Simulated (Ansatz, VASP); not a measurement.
Se: VASP beside Ansatz

Contents of INCAR:

```
PREC = Accurate
ENCUT = 520
EDIFF = 1E-7
ISMEAR = -1
SIGMA = 0.08
LREAL = F
LASPH = T
NELM = 80
ALGO = Normal
ISIF = 2
LWAVE = F
LCHARG = F
GGA = CA
NBANDS = 9
```

The input KPOINTS:

```
Automatic mesh
0
Gamma
  15 15 15
```

POSCAR

```
Se
1.0
   -1.3342402192      1.3342402192      1.3342402192
    1.3342402192     -1.3342402192      1.3342402192
    1.3342402192      1.3342402192     -1.3342402192
Se
1
Direct
    0.0000000000      0.0000000000      0.0000000000
```

Input for Ansatz:

```yaml
crystal:
  lattice:
    - [-1.3342402192, 1.3342402192, 1.3342402192]
    - [1.3342402192, -1.3342402192, 1.3342402192]
    - [1.3342402192, 1.3342402192, -1.3342402192]
  atoms:
    - { symbol: Se, position: [0.0, 0.0, 0.0] }
kpoints:
  mp_grid: { grid: [15, 15, 15] }
scf:
  occupations: { method: fermi_dirac, width: 0.08 }
hamiltonian:
  xc: lda
  pseudopotentials: { kind: all_electron, lapw: { basis_error: 0.001 } }
output:
  forces: true
  stress: true
  eigenvalues: true
  populations: true
```

Change from the starting cell: volume scaled by 0.5, LAPW.

Alike in both runs: task single point; functional LDA; k mesh 15 × 15 × 15; occupations fermi-dirac, width 0.08 eV; no spin polarisation.

|  | VASP | Ansatz |
| --- | --- | --- |
| version | VASP 6.6.1 | Ansatz 0.2.0 |
| potentials or method | VASP PAW LDA potentials, release 64 (Se), cutoff 520 eV | all-electron LAPW, scalar-relativistic |

VASP gave:

| Quantity | Value |
| --- | --- |
| pressure (GPa) | 283.3 |

Task: Estimate Ansatz's values.

Result: Pressure (GPa): 277.2.

LDA's correlation is that of Perdew and Zunger in VASP and of Perdew and Wang (1992) in Ansatz. Both programs put the cell under a high pressure, so it lies far from rest at this level. Ansatz ran all-electron here, and VASP with PAW potentials.

Noted on VASP's run: the cell as given lies far from equilibrium.
